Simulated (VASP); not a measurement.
# NaSrYWO6 (Cm) in VASP: single point with PBE

Aim: the single point of NaSrYWO6 with PBE.

Program: VASP 6.6.1. These are calculated values, not measurements. Logs are shortened: lines on timing, memory, paths and dates and some standing lists are left out, and cuts for length are marked.

### Step 1. The cell of the first run

The structure is monoclinic, space group Cm (No. 8). Conventional cell: a = 10.157 Å, b = 5.864 Å, c = 5.864 Å, α = 90.00°, β = 125.26°, γ = 90.00°. Na (site symmetry m) has 12 O at 2.84 to 3.03 Å and 4 Y at 3.58 to 3.61 Å and 4 W at 3.58 to 3.61 Å within 3.7 Å. Sr (site symmetry m) has 12 O at 2.84 to 3.03 Å and 4 Y at 3.58 to 3.60 Å and 4 W at 3.58 to 3.60 Å within 3.7 Å. Within 2.9 Å of Y (site symmetry m) lie 6 O at 2.21 to 2.22 Å. W (site symmetry m) has 6 O at 1.92 to 1.93 Å within 2.6 Å. O (site symmetry m) has 1 W at 1.93 Å and 1 Y at 2.21 Å within 2.6 Å. Within 2.6 Å of O (site symmetry m) lie 1 W at 1.92 Å and 1 Y at 2.22 Å. Within 2.6 Å of O (site symmetry 1) lie 1 W at 1.93 Å and 1 Y at 2.22 Å and 1 O at 2.52 Å. O (site symmetry 1) has 1 W at 1.93 Å and 1 Y at 2.22 Å and 1 O at 2.52 Å within 2.6 Å.

### Step 2. Single point, PBE (mode 22 (392.5 1/cm) frozen in, largest displacement +0.150 Å)

The input, INCAR:

```
SYSTEM = NaSrYWO6
PREC     = Accurate       ! precision mode
ENCUT    = 520            ! plane-wave cutoff, eV
EDIFF    = 1E-6           ! SCF threshold, eV
ISMEAR   = 0              ! smearing method
SIGMA    = 0.05           ! smearing width, eV
LREAL    = .FALSE.        ! projectors in reciprocal space
LASPH    = .TRUE.         ! aspherical terms in the spheres
NELM     = 80             ! most SCF steps
ALGO     = Normal         ! electronic algorithm
ISIF     = 2              ! what is computed and relaxed
LWAVE    = .FALSE.        ! write WAVECAR
LCHARG   = .TRUE.         ! write CHGCAR
GGA      = PE             ! functional
LELF     = .TRUE.         ! ELF
LVHAR    = .TRUE.       
NBANDS   = 50             ! bands
LUSENCCL = .FALSE.
```

The input, KPOINTS:

```
regular mesh
0
G
  6 6 6
  0 0 0
```

The input, POSCAR:

```
NaSrYWO6
1.0
    0.0000000000      4.1464292462      4.1464292462
    4.1464292462      0.0000000000      4.1464292462
    4.1464292462      4.1464292462      0.0000000000
Na Sr Y W O
1 1 1 1 6
Direct
    0.2470136463      0.2531531721      0.2531531721
    0.7513868507      0.7485356795      0.7485356795
    0.4999554839      0.5000470028      0.5000470028
    0.0000077379     -0.0000081701     -0.0000081701
    0.7679093677      0.2330759977      0.2330759977
    0.2311670562      0.7679093677      0.7679093677
    0.7492971924      0.7855622429      0.2146512148
    0.2495918390      0.2156008563      0.7865215429
    0.2495918390      0.7865215429      0.2156008563
    0.7492971924      0.2146512148      0.7855622429
```

Potentials or basis: VASP PAW PBE potentials, release 64 (Na_pv, Sr_sv, Y_sv, W_sv, O).

Started as:

```console
cat potpaw_PBE.64/Na_pv/POTCAR potpaw_PBE.64/Sr_sv/POTCAR potpaw_PBE.64/Y_sv/POTCAR potpaw_PBE.64/W_sv/POTCAR potpaw_PBE.64/O/POTCAR > POTCAR
mpirun -np 1 vasp_std > vasp.out
```

OUTCAR:

```text
SYSTEM = NaSrYWO6
   PREC = Accurate
   ENCUT = 520
   EDIFF = 1E-6
   ISMEAR = 0
   LREAL = .FALSE.
   LASPH = .TRUE.
   NELM = 80
   ISIF = 2
   GGA = PE

 ion  position               nearest neighbor table
   1  0.247  0.253  0.253-
   2  0.751  0.749  0.749-   7 2.84  10 2.84   8 2.85   9 2.85   6 2.93   5 2.93   5 2.93   6 2.94
                             8 3.03   9 3.03  10 3.03   7 3.03   3 3.58   4 3.58   4 3.58   3 3.58
   3  0.500  0.500  0.500-   5 2.21   6 2.22   8 2.22   9 2.22   7 2.22  10 2.22   2 3.58   2 3.58
                             2 3.60   2 3.60
   4  0.000  1.000  1.000-   6 1.92   5 1.93   7 1.93  10 1.93   9 1.93   8 1.93   2 3.58   2 3.58
                             2 3.60   2 3.60
   5  0.768  0.233  0.233-   4 1.93   3 2.21   2 2.93   2 2.93
   6  0.231  0.768  0.768-   4 1.92   3 2.22   2 2.93   2 2.94
   7  0.749  0.786  0.215-   4 1.93   3 2.22   2 2.84   2 3.03
   8  0.250  0.216  0.787-   4 1.93   3 2.22   2 2.85   2 3.03
   9  0.250  0.787  0.216-   4 1.93   3 2.22   2 2.85   2 3.03
  10  0.749  0.215  0.786-   4 1.93   3 2.22   2 2.84   2 3.03

  LATTYP: Found a face centered cubic cell.
 ALAT       =     8.2928584924

  Lattice vectors:

 A1 = (   0.0000000000,   4.1464292462,   4.1464292462)
 A2 = (   4.1464292462,   0.0000000000,   4.1464292462)
 A3 = (   4.1464292462,   4.1464292462,   0.0000000000)

Analysis of symmetry for initial positions (statically):
=====================================================================
 Subroutine PRICEL returns:
 Original cell was already a primitive cell.

 Routine SETGRP: Setting up the symmetry group for a
 face centered cubic supercell.

 Subroutine GETGRP returns: Found  2 space group operations
 (whereof  2 operations were pure point group operations)
 out of a pool of 48 trial point group operations.

The static configuration has the point symmetry C_1h.

Analysis of symmetry for dynamics (positions and initial velocities):
=====================================================================
 Subroutine PRICEL returns:
 Original cell was already a primitive cell.

 Routine SETGRP: Setting up the symmetry group for a
 face centered cubic supercell.

 Subroutine GETGRP returns: Found  2 space group operations
 (whereof  2 operations were pure point group operations)
 out of a pool of 48 trial point group operations.

The dynamic configuration has the point symmetry C_1h.

 Subroutine INISYM returns: Found  2 space group operations
 (whereof  2 operations are pure point group operations),
[... 122 lines left out ...]
   PSTRESS=    0.0 pullay stress
   NELECT =      78.0000    total number of electrons
   NUPDOWN=      -1.0000    fix difference up-down
   EMIN   =  10.00;   EMAX   =-10.00  energy-range for DOS
   EFERMI =   0.00;   METHOD = LEGACY
   ISMEAR =     0;   SIGMA  =   0.05  broadening in eV -4-tet -1-fermi 0-gaus
   EFERMI_NEDOS =   21; number of points for ismear=-14 and -15
   IALGO  =     38    algorithm
   IMIX   =      4    mixing-type and parameters
     AMIX     =   0.40;   BMIX     =  1.00
     AMIX_MAG =   1.60;   BMIX_MAG =  1.00
  volume/ion in A,a.u.               =      14.26        96.22
  Fermi-wavevector in a.u.,A,eV,Ry     =   1.338923  2.530197 24.391348  1.792713
  Thomas-Fermi vector in A             =   2.467355
   LORBIT       =      0    0 simple, 1 ext, 2 COOP (PROOUT), +10 PAW based schemes
   GGA     = PE    functional components
   LHFCALC =     F    Hartree Fock is set to
   AEXX    =    0.0000 exact exchange contribution
   IVDW    =     0    specifies the selected vdW correction
   LEPSILON=     F    determine dielectric tensor
   LRPA    =     F    only Hartree local field effects (RPA)
 non-spin polarized calculation
 Gauss-broadening in eV      SIGMA  =   0.05
  energy-cutoff  :      520.00
  volume of cell :      142.58
 maximum number of plane-waves:      3860
 NGX is ok and might be reduce to    48
   NGX = 21   NGY = 21   NGZ = 21

 number of electron      78.0000000 magnetization

 Free energy of the ion-electron system (eV)
  ---------------------------------------------------
  ext. energy  EPLUGINS =         0.00000000
  ---------------------------------------------------
  free energy    TOTEN  =       -78.48278541 eV

  energy without entropy =      -78.48278541  energy(sigma->0) =      -78.48278541

 E-fermi :   2.5065     XC(G=0): -10.1139

 val. band max:        2.2584031387   @ k =   0.0000   0.0000   0.0000
 cond. band min:       4.5982588666   @ k =   0.0000   0.0000   0.0000
 fundamental gap:      2.3398557279
 Fermi energy:         2.5065424558

 k-point     1 :       0.0000    0.0000    0.0000
  band No.  band energies     occupation
      1     -72.3449      2.00000
      2     -37.3904      2.00000
      3     -36.5415      2.00000
      4     -36.5266      2.00000
      5     -36.4975      2.00000
      6     -31.5392      2.00000
[... 1261 lines left out ...]
     49       9.4353      0.00000
     50      10.0368      0.00000

 [... further k-points ...]

------------------------ aborting loop because EDIFF is reached ----------------------------------------

  FORCE on cell =-STRESS in cart. coord.  units (eV):
  Direction    XX          YY          ZZ          XY          YZ          ZX
  --------------------------------------------------------------------------------------
  -------------------------------------------------------------------------------------
  Total        0.4069554      0.5053583      0.5053583     -0.0961616     -2.8791586     -0.0961616
  in kB        4.5730361      5.6788086      5.6788086     -1.0805863    -32.3536581     -1.0805862
  external PRESSURE =       5.3102178 kB  Pullay stress =       0.0000000 kB

 VOLUME and BASIS-vectors are now :
 -----------------------------------------------------------------------------
  energy-cutoff  :      520.00
  volume of cell :      142.58
      direct lattice vectors                 reciprocal lattice vectors
     0.000000000  4.146429246  4.146429246    -0.120585682  0.120585682  0.120585682
     4.146429246  0.000000000  4.146429246     0.120585682 -0.120585682  0.120585682
     4.146429246  4.146429246  0.000000000     0.120585682  0.120585682 -0.120585682

 POSITION                                       TOTAL-FORCE (eV/Angst)
 -----------------------------------------------------------------------------------
      2.09936      2.07391      2.07391        -0.332488     -0.008827     -0.008827
      6.20750      6.21932      6.21932         0.576049      0.015195      0.015195
      4.14682      4.14644      4.14644        -0.017545     -0.000520     -0.000520
      8.29279      4.14643      4.14643         0.018218      0.001289      0.001289
      1.93287      4.15051      4.15051         0.086203     -0.038104     -0.038104
      6.36816      4.14260      4.14260        -0.167514      0.036000      0.036000
      4.14731      3.99694      6.36419        -0.003879      1.399626     -0.245056
      4.15523      4.29617      1.92889        -0.077582     -1.401713      0.242109
      4.15523      1.92889      4.29617        -0.077582      0.242109     -1.401713
      4.14731      6.36419      3.99694        -0.003879     -0.245056      1.399626
 -----------------------------------------------------------------------------------
    total drift:                                0.000022      0.000037      0.000037

  FREE ENERGIE OF THE ION-ELECTRON SYSTEM (eV)
  ---------------------------------------------------
  free  energy   TOTEN  =       -78.4827854092 eV

  energy  without entropy=      -78.4827854092  energy(sigma->0) =      -78.48278541
```

OSZICAR:

```text
N       E                     dE             d eps       ncg     rms          rms(c)
DAV:   1     0.786341270880E+03    0.78634E+03   -0.40066E+04  6800   0.166E+03
DAV:   2    -0.981743266679E+01   -0.79616E+03   -0.75608E+03  7754   0.454E+02
DAV:   3    -0.914248348546E+02   -0.81607E+02   -0.80301E+02  8726   0.146E+02
DAV:   4    -0.953567558028E+02   -0.39319E+01   -0.39155E+01 10866   0.292E+01
DAV:   5    -0.954711510297E+02   -0.11440E+00   -0.11430E+00  9168   0.395E+00    0.615E+01
DAV:   6    -0.789438126898E+02    0.16527E+02   -0.86031E+01  8044   0.504E+01    0.364E+01
DAV:   7    -0.786256849549E+02    0.31813E+00   -0.88538E+00  8244   0.150E+01    0.257E+01
DAV:   8    -0.785730011481E+02    0.52684E-01   -0.18185E+00  8078   0.821E+00    0.700E+00
DAV:   9    -0.784839253918E+02    0.89076E-01   -0.35723E-01  8530   0.331E+00    0.151E+00
DAV:  10    -0.784844429179E+02   -0.51753E-03   -0.83366E-02  9326   0.140E+00    0.957E-01
DAV:  11    -0.784828012786E+02    0.16416E-02   -0.14516E-02  8070   0.649E-01    0.204E-01
DAV:  12    -0.784828038760E+02   -0.25974E-05   -0.15216E-03 10296   0.199E-01    0.133E-01
DAV:  13    -0.784827911193E+02    0.12757E-04   -0.21318E-04  9704   0.683E-02    0.709E-02
DAV:  14    -0.784827861746E+02    0.49447E-05   -0.82214E-05  9520   0.493E-02    0.215E-02
DAV:  15    -0.784827854092E+02    0.76535E-06   -0.89259E-06  8846   0.176E-02
   1 F= -.78482785E+02 E0= -.78482785E+02  d E =-.403587E-14
```

Run time: 4.2 min. Hardware: 1 × NVIDIA H100 80GB with 1 thread of AMD EPYC 7R13 (Zen 3), shared host; peak memory 1.7 GiB.

What came out:

| Property | Result |
| --- | --- |
| Free energy | -78.4828 eV |
| Pressure | 0.5 GPa |
| Largest force | 1.425 eV/Å |
| Band gap on the k mesh | 2.34 eV, direct |

Forces in eV/Å, atoms in the order of the input:
```
Na  -0.332 -0.009 -0.009
Sr   0.576  0.015  0.015
Y   -0.018 -0.001 -0.001
W    0.018  0.001  0.001
O    0.086 -0.038 -0.038
O   -0.168  0.036  0.036
O   -0.004  1.400 -0.245
O   -0.078 -1.402  0.242
O   -0.078  0.242 -1.402
O   -0.004 -0.245  1.400
```

Caveat: the cell differs from its parent crystal (mode 22 (392.5 1/cm) frozen in, largest displacement +0.150 Å); spin-orbit coupling is left out, which moves the levels of the heavy elements; forces of over 1 eV/Å act on the atoms, so gaps and moduli don't describe the material at rest.
